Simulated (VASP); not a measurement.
**Rh: single point with revPBE**

Crystal: Rh.

```xyz
1
Lattice="0.0000 1.8851 1.8851 1.8851 0.0000 1.8851 1.8851 1.8851 0.0000" Properties=species:S:1:pos:R:3 pbc="T T T"
Rh    0.0000    0.0000    0.0000
```

| Property | Result |
| --- | --- |
| Program | VASP 6.6.1 |
| Task | single point |
| Functional | revPBE |
| Potentials or basis | VASP PAW PBE potentials, release 64 (Rh_pv) |
| Cutoff | 520 eV |
| k mesh | 12 × 12 × 12 |
| Occupations | fermi-dirac, width 0.05 eV |
| Spin | no spin polarisation |
| Dipole correction | no |
| Further INCAR settings | ALGO = Normal; EDIFF = 1e-06; NBANDS = 14 |

```yaml
Pressure: 17.1 GPa
```

Levels at points of the mesh, in eV from the Fermi level:
```tsv
k point	band 3	band 4	band 5	band 6	band 7	band 8	band 9	band 10	band 11	band 12
(0.00, 0.00, 0.00)	-46.46	-8.13	-3.22	-3.22	-3.22	-1.06	-1.06	15.97	20.45	21.60
(0.50, 0.00, 0.00)	-46.57	-6.34	-3.30	-3.30	0.57	0.57	0.71	8.92	15.49	20.45
(0.50, 0.50, 0.00)	-46.75	-6.57	-6.19	0.54	1.01	1.01	3.31	12.61	13.50	13.50
```

Run time: 6.8 s on 1 thread of Intel(R) Xeon(R) Platinum 8375C CPU @ 2.90GHz (Ice Lake), on a shared host, peak memory 0.13 GiB.

Caveat: the PAW data sets were made with another functional, which shifts forces and pressure a little.
